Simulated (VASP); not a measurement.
## BaTiO3: single point with revPBE+D3(BJ)

BaTiO3:

```
CELL_PARAMETERS angstrom
4.05243 0.00000 0.00000
0.00000 4.05243 0.00000
0.00000 0.00000 4.07087
ATOMIC_POSITIONS crystal
Ba 0.00000 0.00000 0.00000
Ti 0.50000 0.50000 0.49000
O 0.00000 0.50000 0.51700
O 0.50000 0.00000 0.51700
O 0.50000 0.50000 0.01900
```

```json
{
  "Program": "VASP 6.6.1",
  "Task": "single point",
  "Functional": "revPBE",
  "Dispersion": "D3(BJ)",
  "Potentials or basis": "VASP PAW PBE potentials, release 64 (Ba_sv, Ti_sv, O)",
  "Cutoff": "520 eV",
  "k mesh": "7 × 7 × 7",
  "Occupations": "fermi-dirac, width 0.05 eV",
  "Spin": "no spin polarisation",
  "Dipole correction": "no",
  "Further INCAR settings": "ALGO = Normal; EDIFF = 1e-07; NBANDS = 28"
}
```

```
Pressure                   : -5.0 GPa
Largest force              : 0.506 eV/Å
Band gap on the k mesh     : 1.81 eV, indirect (least direct gap 2.03 eV)
Dispersion energy per atom : -0.467 eV
```

Forces in eV/Å, atoms in the order of the input:
```
Ba   0.000  0.000  0.047
Ti   0.000  0.000 -0.309
O    0.000  0.000 -0.122
O    0.000  0.000 -0.122
O    0.000  0.000  0.506
```

Stress tensor (GPa, compression positive):
```
-5.27  0.00  0.00
 0.00 -5.27  0.00
 0.00  0.00 -4.50
```

Levels at points of the mesh, in eV from the valence-band top:
| k point | band 18 | band 19 | band 20 | band 21 | band 22 | band 23 |
| --- | --- | --- | --- | --- | --- | --- |
| (0.00, 0.00, 0.00) | -0.25 | -0.22 | -0.22 | 1.81 | 2.01 | 2.01 |

Wall time 37 s on 1 thread of Intel(R) Xeon(R) 6975P-C (Granite Rapids) (shared host), peak memory 0.23 GiB.

Caveat: the PAW data sets were made with another functional, which shifts forces and pressure a little; spin-orbit coupling is left out, which moves the levels of the heavy elements. A k mesh can miss the band edges.
